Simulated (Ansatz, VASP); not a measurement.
**One calculation of KCl, two programs**

The input POSCAR:

```
KCl
1.0
    0.0000000000      3.1253521154      3.1253521154
    3.1253521154      0.0000000000      3.1253521154
    3.1253521154      3.1253521154      0.0000000000
K Cl
1 1
Direct
    0.0000000000      0.0000000000      0.0000000000
    0.5000000000      0.5000000000      0.5000000000
```

The input INCAR.step1:

```
SYSTEM = KCl
PREC = Accurate
ENCUT = 520
EDIFF = 1E-5
ISMEAR = -1
SIGMA = 0.05
LREAL = .False.
LASPH = .True.
NELM = 100
ALGO = Normal
ISIF = 2
LWAVE = .True.
LCHARG = .False.
GGA = PE
NBANDS = 15
```

File INCAR.step2:

```
SYSTEM = KCl
PREC = Accurate
ENCUT = 520
EDIFF = 1E-6
ISMEAR = -1
SIGMA = 0.05
LREAL = .False.
LASPH = .True.
NELM = 100
ALGO = Normal
ISIF = 2
LWAVE = .False.
LCHARG = .False.
GGA = PE
LHFCALC = .True.
HFSCREEN = 0.2079
PRECFOCK = Normal
ISTART = 1
NBANDS = 15
```

File KPOINTS:

```
Automatic mesh
0
Gamma
  4 4 4
  0 0 0
```

File input:

```
crystal:
  lattice:
    - [0.0, 3.1253521154, 3.1253521154]
    - [3.1253521154, 0.0, 3.1253521154]
    - [3.1253521154, 3.1253521154, 0.0]
  atoms:
    - { symbol: K, position: [0.0, 0.0, 0.0] }
    - { symbol: Cl, position: [0.5, 0.5, 0.5] }
hamiltonian:
  xc: hse06
  pseudopotentials: { kind: paw }
kpoints:
  mp_grid: { grid: [4, 4, 4] }
scf:
  occupations: { method: fermi_dirac, width: 0.05 }
output:
  forces: true
  stress: true
  eigenvalues: true
```

Alike in both runs: task single point; functional HSE06; k mesh 4 × 4 × 4; occupations fermi-dirac, width 0.05 eV; no spin polarisation.

|  | VASP | Ansatz |
| --- | --- | --- |
| version | VASP 6.6.1 | Ansatz 0.2.0 |
| potentials or method | VASP PAW PBE potentials, release 64 (K_sv, Cl) | Ansatz PAW |
| plane-wave cutoff (eV) | 520 | 420 |
| valence electrons in the cell | 16 | 16 |

|  | VASP | Ansatz | Ansatz less VASP |
| --- | --- | --- | --- |
| gap on the k mesh at the Fermi level (eV) | 6.57 | 6.58 | +0.004 |
| least direct gap on the mesh (eV) | 6.57 | 6.58 | +0.004 |
| pressure (GPa) | 0.9 | 0.9 | -0.04 |

The functional is the same, so the differences come from potentials, cutoffs and numerics.

The k mesh is coarse, so the values compare programs but aren't converged.
